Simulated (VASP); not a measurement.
Here is a VASP 6.6.1 calculation.

INCAR

```
ALGO = Normal
EDIFF = 1E-7
EDIFFG = -0.01
ENCUT = 600
GGA = PE
IBRION = 2
ISIF = 3
ISMEAR = 0
LASPH = True
LCHARG = False
LREAL = False
LWAVE = False
NELM = 100
NSW = 100
PREC = Accurate
SIGMA = 0.1
```

KPOINTS

```
k-points
0
Gamma
  22 22 22
```

File POSCAR:

```
Li
1.0
   -1.7176386273      1.7176386273      1.7176386273
    1.7176386273     -1.7176386273      1.7176386273
    1.7176386273      1.7176386273     -1.7176386273
Li
1
Direct
    0.0000000000      0.0000000000      0.0000000000
```

Potentials or basis: VASP PAW PBE potentials, release 64 (Li_sv).

Run with:

```sh
$ cat potpaw_PBE.64/Li_sv/POTCAR > POTCAR
$ mpirun -np 1 vasp_std > vasp.out
```

**Question.** Estimate the space group after relaxing (to 0.05 Å).

**Answer.** Im-3m (No. 229).

**Question.** Estimate the relaxed cell.

**Answer.** a = 2.966 Å, b = 2.966 Å, c = 2.966 Å, α = 109.47°, β = 109.47°, γ = 109.47°.

Final structure:
```
Li
1.0
    -1.71258    1.71258    1.71258
     1.71258   -1.71258    1.71258
     1.71258    1.71258   -1.71258
Li
1
Direct
  0.00000 0.00000 0.00000
```
